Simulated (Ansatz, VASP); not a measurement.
BaTiO3 in VASP and in Ansatz

```
Ba Ti O
1.0
     3.99980   -0.06000   -0.06000
    -0.06000    3.99980   -0.06000
    -0.06027   -0.06027    4.01800
Ba Ti O
1 1 3
Direct
  0.00000 0.00000 0.00000
  0.50000 0.50000 0.48200
  0.50000 0.50000 0.01600
  0.50000 0.00000 0.51500
  0.00000 0.50000 0.51500
```

Change from the starting cell: equal xy, yz and zx shear strains of -3 %, PAW files.

Alike in both runs: task electric field gradients; functional PBE; k mesh 7 × 7 × 7; occupations fermi-dirac, width 0.08 eV; no spin polarisation.

|  | VASP | Ansatz |
| --- | --- | --- |
| version | VASP 6.6.1 | Ansatz 0.2.0 |
| potentials or method | VASP PAW PBE potentials, release 64 (Ba_sv, Ti_sv, O) | PAW with Ansatz's default frozen-core files, scalar-relativistic |
| plane-wave cutoff (eV) | 520 | 420 |
| valence electrons in the cell | 40 | 40 |

VASP gave:

* pressure (GPa): 4.7
* traceless stress, the component that is largest in VASP (GPa): 3.82
* rms of the force components (eV/Å): 0.107
* size of Vzz on the site where it differs most (V/Å²): 35.1

Task: What did Ansatz give for the same quantities?

Result: Pressure (GPa): 2.9; traceless stress, the component that is largest in VASP (GPa): 3.72; rms of the force components (eV/Å): 0.114; size of Vzz on the site where it differs most (V/Å²): 32.2.

Atom by atom the forces differ by 0.019 eV/Å (rms over components).

Neither program's run includes spin-orbit coupling.
